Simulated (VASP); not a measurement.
# Pt (Pm-3n) in VASP: a series of runs, part 2 of 2

VASP 6.6.1. The steps go on from the part before.

## Step 4: Relaxation of cell and atoms, PBEsol

This run uses another cell than the first one, of 15.09 Å³/atom, 0.967 times its volume.

INCAR reads:

```
SYSTEM = Pt
ALGO     = Normal         ! electronic algorithm
EDIFF    = 1E-7           ! SCF threshold, eV
EDIFFG   = -0.01          ! ionic threshold
ENCUT    = 600            ! plane-wave cutoff, eV
GGA      = PS             ! functional
IBRION   = 2              ! ionic algorithm
ISIF     = 3              ! what is computed and relaxed
ISMEAR   = -1             ! smearing method
LASPH    = .TRUE.         ! aspherical terms in the spheres
LCHARG   = .FALSE.        ! write CHGCAR
LREAL    = .FALSE.        ! projectors in reciprocal space
LWAVE    = .FALSE.        ! write WAVECAR
NELM     = 100            ! most SCF steps
NSW      = 80             ! ionic steps
PREC     = Accurate       ! precision mode
SIGMA    = 0.1            ! smearing width, eV
```

KPOINTS reads:

```
k-points
0
G
  5 5 5
  0 0 0
```

POSCAR reads:

```
Pt
1.0
    4.9427962708      0.0000000000      0.0000000000
    0.0000000000      4.9427962708      0.0000000000
    0.0000000000      0.0000000000      4.9427962708
Pt
8
Direct
    0.0000000000      0.0000000000      0.0000000000
    0.5000000000      0.5000000000      0.5000000000
    0.2500000000      0.0000000000      0.5000000000
    0.7500000000      0.0000000000      0.5000000000
    0.5000000000      0.2500000000      0.0000000000
    0.5000000000      0.7500000000      0.0000000000
    0.0000000000      0.5000000000      0.2500000000
    0.0000000000      0.5000000000      0.7500000000
```

Potentials or basis: VASP PAW PBE potentials, release 64 (Pt).

Started as:

```sh
$ cat potpaw_PBE.64/Pt/POTCAR > POTCAR
$ mpirun -np 1 vasp_std > vasp.out
```

OUTCAR:

```text
SYSTEM = Pt
   EDIFF = 1E-7
   EDIFFG = -0.01
   ENCUT = 600
   GGA = PS
   IBRION = 2
   ISIF = 3
   ISMEAR = -1
   LASPH = .TRUE.
   LREAL = .FALSE.
   NELM = 100
   NSW = 80
   PREC = Accurate

 ion  position               nearest neighbor table
   1  0.000  0.000  0.000-   3 2.76   4 2.76   5 2.76   6 2.76   7 2.76   8 2.76   3 2.76   4 2.76
                             7 2.76   8 2.76   5 2.76   6 2.76
   2  0.500  0.500  0.500-   3 2.76   4 2.76   5 2.76   6 2.76   7 2.76   8 2.76   5 2.76   6 2.76
                             3 2.76   4 2.76   7 2.76   8 2.76
   3  0.250  0.000  0.500-   4 2.47   4 2.47   1 2.76   1 2.76   2 2.76   2 2.76   8 3.03   7 3.03
                             8 3.03   7 3.03   6 3.03   5 3.03   5 3.03   6 3.03
   4  0.750  0.000  0.500-   3 2.47   3 2.47   1 2.76   1 2.76   2 2.76   2 2.76   8 3.03   7 3.03
                             8 3.03   7 3.03   6 3.03   5 3.03   5 3.03   6 3.03
   5  0.500  0.250  0.000-   6 2.47   6 2.47   1 2.76   2 2.76   2 2.76   1 2.76   8 3.03   7 3.03
                             7 3.03   8 3.03   3 3.03   4 3.03   3 3.03   4 3.03
   6  0.500  0.750  0.000-   5 2.47   5 2.47   1 2.76   2 2.76   2 2.76   1 2.76   8 3.03   7 3.03
                             7 3.03   8 3.03   3 3.03   4 3.03   3 3.03   4 3.03
   7  0.000  0.500  0.250-   8 2.47   8 2.47   1 2.76   2 2.76   1 2.76   2 2.76   3 3.03   4 3.03
                             5 3.03   3 3.03   4 3.03   6 3.03   5 3.03   6 3.03
   8  0.000  0.500  0.750-   7 2.47   7 2.47   1 2.76   2 2.76   1 2.76   2 2.76   3 3.03   4 3.03
                             5 3.03   3 3.03   4 3.03   6 3.03   5 3.03   6 3.03

  LATTYP: Found a simple cubic cell.
 ALAT       =     4.9427962708

  Lattice vectors:

 A1 = (   4.9427962708,   0.0000000000,   0.0000000000)
[... 185 lines left out ...]
  Total        6.8636211      6.8636211      6.8636211      0.0000000      0.0000000     -0.0000000
  in kB       91.0637971     91.0637971     91.0637971      0.0000000      0.0000000     -0.0000000
  external PRESSURE =      91.0637971 kB  Pullay stress =       0.0000000 kB
[... 29 lines left out ...]
--------------------------------------- Ionic step        2  -------------------------------------------

 number of electron      79.9999978 magnetization

 E-fermi :   8.8871     XC(G=0): -12.8892

 val. band max:        8.8753747352   @ k =   0.4000   0.4000   0.0000
 cond. band min:       8.8890155669   @ k =   0.4000   0.4000   0.0000
 fundamental gap:      0.0136408317
 Fermi energy:         8.8871099585

 k-point     1 :       0.0000    0.0000    0.0000
  band No.  band energies     occupation
      1      -0.1229      2.00000
      2       2.4226      2.00000
      3       2.4226      2.00000
      4       3.5374      2.00000
      5       3.7381      2.00000
      6       3.9318      2.00000
[... 582 lines left out ...]
--------------------------------------- Ionic step        4  -------------------------------------------

 number of electron      80.0000030 magnetization

 Free energy of the ion-electron system (eV)
  ---------------------------------------------------
  ext. energy  EPLUGINS =         0.00000000
  ---------------------------------------------------
  free energy    TOTEN  =       -53.56202161 eV

  energy without entropy =      -53.12216323  energy(sigma->0) =      -53.34209242

 E-fermi :  10.4625     XC(G=0): -13.4102

 val. band max:       10.4609972250   @ k =   0.4000   0.4000   0.0000
 cond. band min:      10.4659892775   @ k =   0.4000   0.4000   0.2000
 fundamental gap:      0.0049920525
 Fermi energy:        10.4625315072

 k-point     1 :       0.0000    0.0000    0.0000
  band No.  band energies     occupation
      1       0.5207      2.00000
      2       3.1680      2.00000
      3       3.1680      2.00000
      4       4.3952      2.00000
      5       4.5739      2.00000
      6       4.7319      2.00000
[... 534 lines left out ...]
  FREE ENERGIE OF THE ION-ELECTRON SYSTEM (eV)
  ---------------------------------------------------
  free  energy   TOTEN  =       -53.5620216084 eV

  energy  without entropy=      -53.1221632326  energy(sigma->0) =      -53.34209242

 reached required accuracy - stopping structural energy minimisation
```

Wall time 4.2 min (1 thread of AMD EPYC 7R13 (Zen 3), shared host); peak memory 0.24 GiB.

Results:

```
Free energy                            : -53.5620 eV
Relaxed volume                         : 15.59 Å³/atom
Relaxed cell                           : a = 4.996 Å, b = 4.996 Å, c = 4.996 Å, α = 90.00°, β = 90.00°, γ = 90.00°
Space group after relaxing (to 0.05 Å) : Pm-3n (No. 223)
Energy gained by relaxing              : 13.4 meV/atom
Ionic steps                            : 4
Pressure after relaxing                : 0.0 GPa
Band gap on the k mesh                 : zero (band 40 reaches 10.66 eV, above the bottom of band 41 at 10.22 eV)
```

Step by step:
| step | energy change (eV) | largest force (eV/Å) | pressure (GPa) | volume (Å³) |
| --- | --- | --- | --- | --- |
| 1 | 0.0000 | 0.0000 | 9.11 | 120.76 |
| 2 | 0.6357 | 0.0000 | -18.46 | 136.38 |
| 3 | -0.1073 | 0.0000 | -0.30 | 124.82 |
| 4 | -0.1075 | 0.0000 | -0.02 | 124.68 |

Final structure:
```
Pt
1.0
     4.99576    0.00000    0.00000
     0.00000    4.99576    0.00000
     0.00000    0.00000    4.99576
Pt
8
Direct
  0.00000 0.00000 0.00000
  0.50000 0.50000 0.50000
  0.25000 0.00000 0.50000
  0.75000 0.00000 0.50000
  0.50000 0.25000 0.00000
  0.50000 0.75000 0.00000
  0.00000 0.50000 0.25000
  0.00000 0.50000 0.75000
```

Levels at points of the mesh, in eV from the Fermi level:
```tsv
k point	band 36	band 37	band 38	band 39	band 40	band 41	band 42	band 43	band 44	band 45
(0.00, 0.00, 0.00)	-0.21	-0.21	-0.21	0.20	0.20	0.20	2.34	2.34	2.34	3.28
```

Caveat: the PAW data sets were made with another functional, which shifts forces and pressure a little; spin-orbit coupling is left out, which moves the levels of the heavy elements.

## Step 5: Overview

| task | cell | k mesh | cutoff (eV) | gap on the mesh (eV) | pressure (GPa) |
| --- | --- | --- | --- | --- | --- |
| single point | a = 4.998 Å, 8 atoms | 5 × 5 × 5 | 520 | none | -0.4 |
| single point | a = 4.998 Å, 8 atoms | 7 × 7 × 7 | 520 | none | -0.5 |
| relaxation of cell and atoms | relaxed from a = 4.943 Å, 8 atoms | 5 × 5 × 5 | 600 | none | 0.0 |

Alike in all rows: level PBEsol; potentials or basis VASP PAW PBE potentials, release 64 (Pt); no spin polarisation; smearing fermi-dirac 0.1 eV.

Caveats: the PAW data sets were made with another functional, which shifts forces and pressure a little; spin-orbit coupling is left out, which moves the levels of the heavy elements.

Absolute energies hang on the potentials; compare differences alone.
